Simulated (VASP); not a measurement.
# Lu (P6/mmm) in VASP: notebook

Runs on Lu. Level: PBE. Tasks: single point.

Everything below comes from runs of VASP 6.6.1. Logs are shortened: lines on timing, memory, paths and dates and some standing lists are left out, and cuts for length are marked.

### Step 1. The cell of the first run

It takes space group P6/mmm (No. 191, hexagonal). Conventional cell: a = 2.472 Å, b = 2.472 Å, c = 2.345 Å, α = 90.00°, β = 90.00°, γ = 120.00°. Within 3.1 Å of Lu (site symmetry 6/mmm) lie 8 Lu at 2.34 to 2.47 Å.

This isn't the form of Lu at room conditions, which is hcp.

### Step 2. Single point, PBE (12.40 Å³/atom)

Input file POSCAR:

```
Lu
1.0
    2.4716153903      0.0000000000      0.0000000000
   -1.2358076952      2.1404817164      0.0000000000
    0.0000000000      0.0000000000      2.3445527218
Lu
1
Direct
    0.0000000000      0.0000000000      0.0000000000
```

Input file INCAR.step1:

```
SYSTEM = Lu
  PREC = Accurate
  ENCUT = 520
  EDIFF = 1E-6
  ISMEAR = -1
  SIGMA = 0.08
  LREAL = .FALSE.
  LASPH = .TRUE.
  NELM = 80
  ALGO = Normal
  ISIF = 2
  LWAVE = .FALSE.
  LCHARG = .TRUE.
  GGA = PE
  NBANDS = 18
```

Input file KPOINTS.step1:

```
regular mesh
0
G
  13 13 12
  0 0 0
```

Input file INCAR.step2:

```
SYSTEM = Lu
  PREC = Accurate
  ENCUT = 520
  EDIFF = 1E-6
  ISMEAR = -5
  SIGMA = 0.08
  LREAL = .FALSE.
  LASPH = .TRUE.
  NELM = 80
  ALGO = Normal
  ISIF = 2
  LWAVE = .FALSE.
  LCHARG = .FALSE.
  GGA = PE
  LORBIT = 11
  NBANDS = 18
  NEDOS = 2001
  ICHARG = 11
```

Input file KPOINTS.step2:

```
regular mesh
0
G
  20 20 18
  0 0 0
```

Potentials or basis: VASP PAW PBE potentials, release 64 (Lu).

Command:

```bash
$ cat potpaw_PBE.64/Lu/POTCAR > POTCAR
$ cp INCAR.step1 INCAR
$ cp KPOINTS.step1 KPOINTS
$ mpirun -np 1 vasp_std > vasp.out
$ cp INCAR.step2 INCAR
$ cp KPOINTS.step2 KPOINTS
$ mpirun -np 1 vasp_std > vasp.out
```

OUTCAR:

```text
SYSTEM = Lu
   PREC = Accurate
   ENCUT = 520
   EDIFF = 1E-6
   ISMEAR = -5
   LREAL = .FALSE.
   LASPH = .TRUE.
   NELM = 80
   ISIF = 2
   GGA = PE
   LORBIT = 11
   ICHARG = 11

 ion  position               nearest neighbor table
   1  0.000  0.000  0.000-

  LATTYP: Found a hexagonal cell.
 ALAT       =     2.4716153903
 C/A-ratio  =     0.9485912456

  Lattice vectors:

 A1 = (   2.4716153903,   0.0000000000,   0.0000000000)
 A2 = (  -1.2358076952,   2.1404817164,   0.0000000000)
 A3 = (   0.0000000000,   0.0000000000,   2.3445527218)

Analysis of symmetry for initial positions (statically):
=====================================================================
 Subroutine PRICEL returns:
 Original cell was already a primitive cell.

 Routine SETGRP: Setting up the symmetry group for a
 hexagonal supercell.

 Subroutine GETGRP returns: Found 24 space group operations
 (whereof 24 operations were pure point group operations)
 out of a pool of 24 trial point group operations.

The static configuration has the point symmetry D_6h.

Analysis of symmetry for dynamics (positions and initial velocities):
=====================================================================
 Subroutine PRICEL returns:
 Original cell was already a primitive cell.

 Routine SETGRP: Setting up the symmetry group for a
 hexagonal supercell.

 Subroutine GETGRP returns: Found 24 space group operations
 (whereof 24 operations were pure point group operations)
 out of a pool of 24 trial point group operations.

The dynamic configuration has the point symmetry D_6h.

 Subroutine INISYM returns: Found 24 space group operations
 (whereof 24 operations are pure point group operations),
 and found     1 'primitive' translations

----------------------------------------------------------------------------------------

                                     Primitive cell

  volume of cell :      12.4037

  direct lattice vectors                    reciprocal lattice vectors
     2.471615390  0.000000000  0.000000000     0.404593694  0.233592278  0.000000000
    -1.235807695  2.140481716  0.000000000     0.000000000  0.467184556  0.000000000
     0.000000000  0.000000000  2.344552722     0.000000000  0.000000000  0.426520586

  length of vectors
     2.471615390  2.471615390  2.344552722     0.467184556  0.467184556  0.426520586

  position of ions in fractional coordinates (direct lattice)
     0.000000000  0.000000000  0.000000000

  ion indices of the primitive-cell ions
   primitive index   ion index
                 1           1

----------------------------------------------------------------------------------------

 KPOINTS: regular mesh

Automatic generation of k-mesh.
 Grid dimensions read from file:
 generate k-points for:   20   20   18

 Generating k-lattice:

  Cartesian coordinates                     Fractional coordinates (reciprocal lattice)
     0.020229685  0.011679614  0.000000000     0.050000000  0.000000000  0.000000000
     0.000000000  0.023359228  0.000000000     0.000000000  0.050000000  0.000000000
     0.000000000  0.000000000  0.023695588     0.000000000  0.000000000  0.055555556

  Length of vectors
     0.023359228  0.023359228  0.023695588

  Shift w.r.t. Gamma in fractional coordinates (k-lattice)
     0.000000000  0.000000000  0.000000000

 TETIRR: Found   7380 inequivalent tetrahedra from    43200

 Subroutine IBZKPT returns following result:
 ===========================================

 Found    440 irreducible k-points:

 Following reciprocal coordinates:
            Coordinates               Weight
  0.000000  0.000000  0.000000      1.000000
  0.050000 -0.000000  0.000000      6.000000
  0.100000  0.000000  0.000000      6.000000
  0.150000 -0.000000  0.000000      6.000000
  0.200000  0.000000  0.000000      6.000000
  0.250000  0.000000  0.000000      6.000000
[... 16 lines left out ...]
  0.200000  0.100000  0.000000     12.000000
  0.250000  0.100000  0.000000     12.000000
 [... further k-points ...]
   k-points           NKPTS =    440   k-points in BZ     NKDIM =    440   number of bands    NBANDS=     18
   number of dos      NEDOS =   2001   number of ions     NIONS =      1
   total plane-waves  NPLWV =   5832
   dimension x,y,z NGX =    18 NGY =   18 NGZ =   18
   dimension x,y,z NGXF=    36 NGYF=   36 NGZF=   36
   ions per type =               1
   NGX,Y,Z   is equivalent  to a cutoff of  12.11, 12.11, 12.76 a.u.
   NGXF,Y,Z  is equivalent  to a cutoff of  24.21, 24.21, 25.53 a.u.
 SYSTEM =  Lu
   PREC   = accura    normal or accurate (medium, high low for compatibility)
   ISTART =      0    job   : 0-new  1-cont  2-samecut
   ICHARG =     11    charge: 1-file 2-atom 10-const
   ISPIN  =      1    spin polarized calculation?
   LNONCOLLINEAR =      F non collinear calculations
   LSORBIT =      F    spin-orbit coupling
   LASPH  =      T    aspherical Exc in radial PAW
   ENCUT  =  520.0 eV  38.22 Ry    6.18 a.u.   4.60  4.60  4.36*2*pi/ulx,y,z
   NELM   =     80;   NELMIN=  2; NELMDL=  0     # of ELM steps
   EDIFF  = 0.1E-05   stopping-criterion for ELM
   LREAL  =      F    real-space projection
[... 7 lines left out ...]
   TEBEG  =    0.0;   TEEND  =   0.0 temperature during run
   PSTRESS=    0.0 pullay stress
   NELECT =      25.0000    total number of electrons
   NUPDOWN=      -1.0000    fix difference up-down
   EMIN   =  10.00;   EMAX   =-10.00  energy-range for DOS
   EFERMI =   0.00;   METHOD = LEGACY
   ISMEAR =    -5;   SIGMA  =   0.08  broadening in eV -4-tet -1-fermi 0-gaus
   EFERMI_NEDOS =   21; number of points for ismear=-14 and -15
   IALGO  =     38    algorithm
   IMIX   =      4    mixing-type and parameters
     AMIX     =   0.40;   BMIX     =  1.00
     AMIX_MAG =   1.60;   BMIX_MAG =  1.00
  volume/ion in A,a.u.               =      12.40        83.70
  Fermi-wavevector in a.u.,A,eV,Ry     =   2.067937  3.907835 58.183472  4.276365
  Thomas-Fermi vector in A             =   3.066356
   LORBIT       =     11    0 simple, 1 ext, 2 COOP (PROOUT), +10 PAW based schemes
   GGA     = PE    functional components
   LHFCALC =     F    Hartree Fock is set to
   AEXX    =    0.0000 exact exchange contribution
   IVDW    =     0    specifies the selected vdW correction
   LEPSILON=     F    determine dielectric tensor
   LRPA    =     F    only Hartree local field effects (RPA)
 non-spin polarized calculation
 Fermi weights with tetrahedron method with Bloechl corrections
  energy-cutoff  :      520.00
  volume of cell :       12.40
 maximum number of plane-waves:       348

 number of electron      24.9999991 magnetization

 Free energy of the ion-electron system (eV)
  ---------------------------------------------------
  ext. energy  EPLUGINS =         0.00000000
  ---------------------------------------------------
  free energy    TOTEN  =         0.72793956 eV

  energy without entropy =        0.72793956  energy(sigma->0) =        0.72793956

 E-fermi :   6.2710     XC(G=0): -15.7194

 val. band max:        6.5102218209   @ k =   0.1500  -0.0000   0.5000
 cond. band min:       6.2273479858   @ k =   0.4500   0.1000   0.0000
 fundamental gap:     -0.2828738351
 Fermi energy:         6.2710227575

 k-point     1 :       0.0000    0.0000    0.0000
  band No.  band energies     occupation
      1     -50.6142      2.00000
      2     -18.2143      2.00000
      3     -18.0341      2.00000
      4     -18.0341      2.00000
      5      -0.1813      2.00000
      6       0.6197      2.00000
[... 10 lines left out ...]
     17      21.2432      0.00000
     18      21.8252      0.00000

 k-point     2 :       0.0500   -0.0000    0.0000
  band No.  band energies     occupation
      1     -50.5913      2.00000
      2     -18.2291      2.00000
      3     -18.1946      2.00000
      4     -18.0721      2.00000
      5       0.0267      2.00000
      6       0.6235      2.00000
[... 10 lines left out ...]
     17      21.1817      0.00000
     18      22.3212      0.00000

 k-point     3 :       0.1000    0.0000    0.0000
  band No.  band energies     occupation
      1     -50.5245      2.00000
      2     -18.7704      2.00000
      3     -18.1811      2.00000
      4     -18.1371      2.00000
      5       0.5557      2.00000
      6       0.6599      2.00000
[... 10 lines left out ...]
     17      21.0067      0.00000
     18      23.6907      0.00000

 k-point     4 :       0.1500   -0.0000    0.0000
  band No.  band energies     occupation
      1     -50.4192      2.00000
      2     -19.5523      2.00000
      3     -18.3472      2.00000
      4     -18.0466      2.00000
      5       0.6398      2.00000
      6       1.0384      2.00000
[... 10 lines left out ...]
     17      20.7432      0.00000
     18      25.6824      0.00000

 k-point     5 :       0.2000    0.0000    0.0000
  band No.  band energies     occupation
      1     -50.2839      2.00000
      2     -20.4551      2.00000
      3     -18.5505      2.00000
      4     -17.9308      2.00000
      5       0.6640      2.00000
      6       0.9692      2.00000
[... 10 lines left out ...]
     17      20.4255      0.00000
     18      27.8579      0.00000

 k-point     6 :       0.2500    0.0000    0.0000
  band No.  band energies     occupation
      1     -50.1307      2.00000
      2     -21.3741      2.00000
      3     -18.7686      2.00000
      4     -17.7999      2.00000
      5       0.6947      2.00000
      6       0.9115      2.00000
[... 307 lines left out ...]
 k-point    21 :       0.1000    0.1000    0.0000
  band No.  band energies     occupation
      1     -50.3592      2.00000
      2     -19.9094      2.00000
      3     -18.5076      2.00000
      4     -17.9953      2.00000
      5       0.6888      2.00000
      6       0.9984      2.00000
[... 10 lines left out ...]
     17      20.4625      0.00000
     18      26.7194      0.00000

 k-point    22 :       0.1500    0.1000    0.0000
  band No.  band energies     occupation
      1     -50.2295      2.00000
      2     -20.6880      2.00000
      3     -18.7706      2.00000
      4     -17.8843      2.00000
      5       0.7408      2.00000
      6       0.9336      2.00000
[... 10 lines left out ...]
     17      20.0279      0.00000
     18      28.1363      0.00000

 k-point    23 :       0.2000    0.1000    0.0000
  band No.  band energies     occupation
      1     -50.0827      2.00000
      2     -21.4922      2.00000
      3     -19.0542      2.00000
      4     -17.7590      2.00000
      5       0.7937      2.00000
      6       0.8922      2.00000
[... 10 lines left out ...]
     17      19.5670      0.00000
     18      26.8327      0.00000

 k-point    24 :       0.2500    0.1000    0.0000
  band No.  band energies     occupation
      1     -49.9324      2.00000
      2     -22.2493      2.00000
      3     -19.3272      2.00000
      4     -17.6313      2.00000
      5       0.7985      2.00000
      6       0.9272      2.00000
[... 10 lines left out ...]
     17      19.1301      0.00000
     18      25.8894      0.00000

 [... further k-points ...]

------------------------ aborting loop because EDIFF is reached ----------------------------------------

  FORCE on cell =-STRESS in cart. coord.  units (eV):
  Direction    XX          YY          ZZ          XY          YZ          ZX
  --------------------------------------------------------------------------------------
  -------------------------------------------------------------------------------------
  Total       15.1255584     15.1255584     15.5097864     -0.0000000      0.0000000     -0.0000000
  in kB     1953.7526592   1953.7526593   2003.3829925     -0.0000000      0.0000000     -0.0000000
  external PRESSURE =    1970.2961037 kB  Pullay stress =       0.0000000 kB

 VOLUME and BASIS-vectors are now :
 -----------------------------------------------------------------------------
  energy-cutoff  :      520.00
  volume of cell :       12.40
      direct lattice vectors                 reciprocal lattice vectors
     2.471615390  0.000000000  0.000000000     0.404593694  0.233592278  0.000000000
    -1.235807695  2.140481716  0.000000000     0.000000000  0.467184556  0.000000000
     0.000000000  0.000000000  2.344552722     0.000000000  0.000000000  0.426520586

 POSITION                                       TOTAL-FORCE (eV/Angst)
 -----------------------------------------------------------------------------------
      0.00000      0.00000      0.00000         0.000000      0.000000      0.000000
 -----------------------------------------------------------------------------------
    total drift:                               -0.000000     -0.000000      0.000000

  FREE ENERGIE OF THE ION-ELECTRON SYSTEM (eV)
  ---------------------------------------------------
  free  energy   TOTEN  =         0.7279395608 eV

  energy  without entropy=        0.7279395608  energy(sigma->0) =        0.72793956

 total charge

# of ion       s       p       d       f       tot
--------------------------------------------------
    1        2.540   6.157   2.494  14.208  25.398
```

Run time: 100 s. Hardware: 1 thread of Intel Xeon 8259CL, shared host; peak memory 0.23 GiB.

Caveat: spin-orbit coupling is left out, which moves the levels of the heavy elements; tetrahedron occupations give inexact forces and stress in metals.

(Part 1 of 2 ends here.)
